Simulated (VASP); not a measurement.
# MoS2 (R3m) in VASP: single point with r2SCAN

Aim: the single point of MoS2 with r2SCAN.

Everything below comes from runs of VASP 6.6.1. Logs are shortened: lines on timing, memory, paths and dates and some standing lists are left out, and cuts for length are marked.

## 1. The cell of the first run

Symmetry: R3m, No. 160, trigonal system. Conventional cell: a = 3.186 Å, b = 3.186 Å, c = 19.469 Å, α = 90.00°, β = 90.00°, γ = 120.00°. Mo (site symmetry 3m) has 6 S at 2.41 Å and 6 Mo at 3.19 Å within 3.2 Å. S (site symmetry 3m) has 3 Mo at 2.41 Å and 7 S at 3.10 to 3.19 Å within 3.2 Å. S (site symmetry 3m) has 3 Mo at 2.41 Å and 7 S at 3.10 to 3.19 Å within 3.2 Å.

## 2. Single point, r2SCAN

POSCAR

```
MoS2
1.0
    1.5932491922      0.9198626831      6.4898195833
   -1.5932491922      0.9198626831      6.4898195833
    0.0000000000     -1.8397258668      6.4898195124
Mo S
1 2
Direct
    0.9997719364      0.9997719364      0.9997719364
    0.4127982061      0.4127982061      0.4127982061
    0.2534308575      0.2534308575      0.2534308575
```

INCAR.step1

```
ALGO = Normal
EDIFF = 1E-4
ENCUT = 520
GGA = PE
ISMEAR = 0
LASPH = T
LCHARG = F
LREAL = F
LWAVE = T
NBANDS = 20
NELM = 100
PREC = Accurate
SIGMA = 0.02
```

INCAR.step2

```
ALGO = Normal
EDIFF = 1E-6
ENCUT = 520
ISIF = 2
ISMEAR = 0
ISTART = 1
LASPH = T
LCHARG = F
LMIXTAU = T
LREAL = F
LWAVE = F
METAGGA = R2SCAN
NBANDS = 20
NELM = 100
PREC = Accurate
SIGMA = 0.02
```

KPOINTS

```
k-points
0
Gamma
  12 12 12
```

Potentials or basis: VASP PAW PBE potentials, release 64 (Mo_sv, S).

Launch:

```bash
$ cat potpaw_PBE.64/Mo_sv/POTCAR potpaw_PBE.64/S/POTCAR > POTCAR
$ cp INCAR.step1 INCAR
$ mpirun -np 1 vasp_std > vasp.out
$ cp INCAR.step2 INCAR
$ mpirun -np 1 vasp_std > vasp.out
```

OUTCAR:

```text
EDIFF = 1E-6
   ENCUT = 520
   ISIF = 2
   ISMEAR = 0
   ISTART = 1
   LASPH = T
   LREAL = F
   METAGGA = R2SCAN
   NELM = 100
   PREC = Accurate

 ion  position               nearest neighbor table
   1  1.000  1.000  1.000-   3 2.41   3 2.41   3 2.41   2 2.41   2 2.41   2 2.41
   2  0.413  0.413  0.413-   1 2.41   1 2.41   1 2.41
   3  0.253  0.253  0.253-   1 2.41   1 2.41   1 2.41

  LATTYP: Found a trigonal (rhomboedric) cell.
 ALAT       =     6.7455428668
 COS(alpha) =     0.8884258475

  Lattice vectors:

 A1 = (   1.5932491922,   0.9198626831,   6.4898195833)
 A2 = (  -1.5932491922,   0.9198626831,   6.4898195833)
 A3 = (   0.0000000000,  -1.8397258668,   6.4898195124)

Analysis of symmetry for initial positions (statically):
=====================================================================
 Subroutine PRICEL returns:
 Original cell was already a primitive cell.

 Routine SETGRP: Setting up the symmetry group for a
 trigonal (rhombohedral) supercell.

 Subroutine GETGRP returns: Found  6 space group operations
 (whereof  6 operations were pure point group operations)
 out of a pool of 12 trial point group operations.

The static configuration has the point symmetry C_3v.

Analysis of symmetry for dynamics (positions and initial velocities):
=====================================================================
 Subroutine PRICEL returns:
 Original cell was already a primitive cell.

 Routine SETGRP: Setting up the symmetry group for a
 trigonal (rhombohedral) supercell.

 Subroutine GETGRP returns: Found  6 space group operations
 (whereof  6 operations were pure point group operations)
 out of a pool of 12 trial point group operations.

The dynamic configuration has the point symmetry C_3v.

 Subroutine INISYM returns: Found  6 space group operations
 (whereof  6 operations are pure point group operations),
 and found     1 'primitive' translations

----------------------------------------------------------------------------------------

                                     Primitive cell

  volume of cell :      57.0677

  direct lattice vectors                    reciprocal lattice vectors
[... 78 lines left out ...]
   NGXF,Y,Z  is equivalent  to a cutoff of  24.65, 24.65, 24.65 a.u.
 SYSTEM =  unknown system
   PREC   = accura    normal or accurate (medium, high low for compatibility)
   ISTART =      1    job   : 0-new  1-cont  2-samecut
   ICHARG =      0    charge: 1-file 2-atom 10-const
   ISPIN  =      1    spin polarized calculation?
   LNONCOLLINEAR =      F non collinear calculations
   LSORBIT =      F    spin-orbit coupling
   LASPH  =      T    aspherical Exc in radial PAW
   ENCUT  =  520.0 eV  38.22 Ry    6.18 a.u.  12.54 12.54 12.54*2*pi/ulx,y,z
   NELM   =    100;   NELMIN=  2; NELMDL=  0     # of ELM steps
   EDIFF  = 0.1E-05   stopping-criterion for ELM
   LREAL  =      F    real-space projection
   EDIFFG = 0.1E-04   stopping-criterion for IOM
   NSW    =      0    number of steps for IOM
   IBRION =     -1    ionic relax: 0-MD 1-quasi-New 2-CG
   NFREE  =      0    steps in history (QN), initial steepest desc. (CG)
   ISIF   =      2    stress and relaxation
   ISYM   =      2    0-nonsym 1-usesym 2-fastsym
   POTIM  = 0.5000    time-step for ionic-motion
   TEBEG  =    0.0;   TEEND  =   0.0 temperature during run
   PSTRESS=    0.0 pullay stress
   NELECT =      26.0000    total number of electrons
   NUPDOWN=      -1.0000    fix difference up-down
   EMIN   =  10.00;   EMAX   =-10.00  energy-range for DOS
   EFERMI =   0.00;   METHOD = LEGACY
   ISMEAR =     0;   SIGMA  =   0.02  broadening in eV -4-tet -1-fermi 0-gaus
   EFERMI_NEDOS =   21; number of points for ismear=-14 and -15
   IALGO  =     38    algorithm
   IMIX   =      4    mixing-type and parameters
     AMIX     =   0.40;   BMIX     =  1.00
     AMIX_MAG =   1.60;   BMIX_MAG =  1.00
  volume/ion in A,a.u.               =      19.02       128.37
  Fermi-wavevector in a.u.,A,eV,Ry     =   1.259706  2.380498 21.590517  1.586858
  Thomas-Fermi vector in A             =   2.393252
   LORBIT       =      0    0 simple, 1 ext, 2 COOP (PROOUT), +10 PAW based schemes
   METAGGA = R2SCAN    functional components
   LHFCALC =     F    Hartree Fock is set to
   AEXX    =    0.0000 exact exchange contribution
   IVDW    =     0    specifies the selected vdW correction
   LEPSILON=     F    determine dielectric tensor
   LRPA    =     F    only Hartree local field effects (RPA)
 non-spin polarized calculation
 Gauss-broadening in eV      SIGMA  =   0.02
  energy-cutoff  :      520.00
  volume of cell :       57.07
 maximum number of plane-waves:      1554
   NGX = 25   NGY = 25   NGZ = 25

 number of electron      25.9999999 magnetization

 Free energy of the ion-electron system (eV)
  ---------------------------------------------------
  ext. energy  EPLUGINS =         0.00000000
  ---------------------------------------------------
  free energy    TOTEN  =       -45.04077843 eV

  energy without entropy =      -45.04077843  energy(sigma->0) =      -45.04077843

 E-fermi :   6.6381     XC(G=0): -11.0363

 val. band max:        6.4783199089   @ k =   0.5000   0.5000   0.5000
 cond. band min:       7.6307303482   @ k =  -0.1667   0.5000   0.1667
 fundamental gap:      1.1524104393
 Fermi energy:         6.6380701031

 k-point     1 :       0.0000    0.0000    0.0000
  band No.  band energies     occupation
      1     -56.9104      2.00000
      2     -30.3221      2.00000
      3     -30.1156      2.00000
      4     -30.1156      2.00000
      5      -8.9505      2.00000
      6      -7.3667      2.00000
[... 541 lines left out ...]
     19      15.4363      0.00000
     20      15.7462      0.00000

 [... further k-points ...]
[... 5 lines left out ...]
  --------------------------------------------------------------------------------------
  -------------------------------------------------------------------------------------
  Total       -0.0075169     -0.0075169      0.0263426      0.0000000     -0.0000000     -0.0000000
  in kB       -0.2110373     -0.2110373      0.7395689      0.0000000     -0.0000000     -0.0000000
  external PRESSURE =       0.1058314 kB  Pullay stress =       0.0000000 kB

 VOLUME and BASIS-vectors are now :
 -----------------------------------------------------------------------------
  energy-cutoff  :      520.00
  volume of cell :       57.07
      direct lattice vectors                 reciprocal lattice vectors
     1.593249192  0.919862683  6.489819583     0.313824104  0.181186430  0.051362501
    -1.593249192  0.919862683  6.489819583    -0.313824104  0.181186430  0.051362501
     0.000000000 -1.839725867  6.489819512     0.000000000 -0.362372863  0.051362487

 POSITION                                       TOTAL-FORCE (eV/Angst)
 -----------------------------------------------------------------------------------
      0.00000     -0.00000     19.46502         0.000000     -0.000000      0.000745
      0.00000     -0.00000      8.03696         0.000000     -0.000000      0.010785
      0.00000     -0.00000      4.93416         0.000000      0.000000     -0.011530
 -----------------------------------------------------------------------------------
    total drift:                                0.000000     -0.000000      0.000093

  FREE ENERGIE OF THE ION-ELECTRON SYSTEM (eV)
  ---------------------------------------------------
  free  energy   TOTEN  =       -45.0407784265 eV

  energy  without entropy=      -45.0407784265  energy(sigma->0) =      -45.04077843
```

It took 32 min on 1 thread of AMD EPYC 9R45 (Zen 5), shared host; peak memory 0.47 GiB.

Results:

```yaml
Free_energy: -45.0408 eV
Pressure: 0.0 GPa
Largest_force: 0.012 eV/Å
Band_gap_on_the_k_mesh: 1.15 eV, indirect (least direct gap 1.76 eV)
```

Forces in eV/Å, atoms in the order of the input:
```
Mo   0.000  0.000  0.001
S    0.000  0.000  0.011
S    0.000  0.000 -0.012
```

Stress tensor (GPa, compression positive):
```
-0.02  0.00  0.00
 0.00 -0.02  0.00
 0.00  0.00  0.07
```

Caveat: the PAW data sets were made with another functional, which shifts forces and pressure a little.
